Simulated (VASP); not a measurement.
Input of a VASP 6.6.1 run:

INCAR

```
SYSTEM = Pd3Cl
ALGO = Normal
DIPOL = 0.5 0.5 0.359
EDIFF = 1E-6
ENCUT = 520
GGA = PE
IDIPOL = 3
ISIF = 2
ISMEAR = 0
LASPH = .TRUE.
LCHARG = .TRUE.
LDIPOL = .TRUE.
LELF = .TRUE.
LREAL = .FALSE.
LVACPOTAV = .TRUE.
LVHAR = .TRUE.
LWAVE = .FALSE.
NBANDS = 26
NELM = 60
PREC = Accurate
SIGMA = 0.1
```

KPOINTS

```
k-points
0
G
  10 10 1
  0 0 0
```

Contents of POSCAR:

```
Pd3Cl
1.0
    2.7875943942      0.0000000000      0.0000000000
    0.0000000000      2.7875943942      0.0000000000
    0.0000000000      0.0000000000     19.3873314569
Pd Cl
3 1
Direct
    0.5000000000      0.5000000000      0.2063202978
    0.0000000000      0.0000000000      0.3065748042
    0.5000000000      0.5000000000      0.4068291438
    0.6666666667      0.8333333333      0.5163602917
```

Potentials or basis: VASP PAW PBE potentials, release 64 (Pd, Cl).

Command:

```sh
$ cat potpaw_PBE.64/Pd/POTCAR potpaw_PBE.64/Cl/POTCAR > POTCAR
$ mpirun -np 1 vasp_std > vasp.out
```

(1) Predict the largest force.

(2) Estimate the band gap on the k mesh.

Results:

(1) 0.367 eV/Å.

(2) zero (an odd number of electrons rules out a gap without spin polarisation).
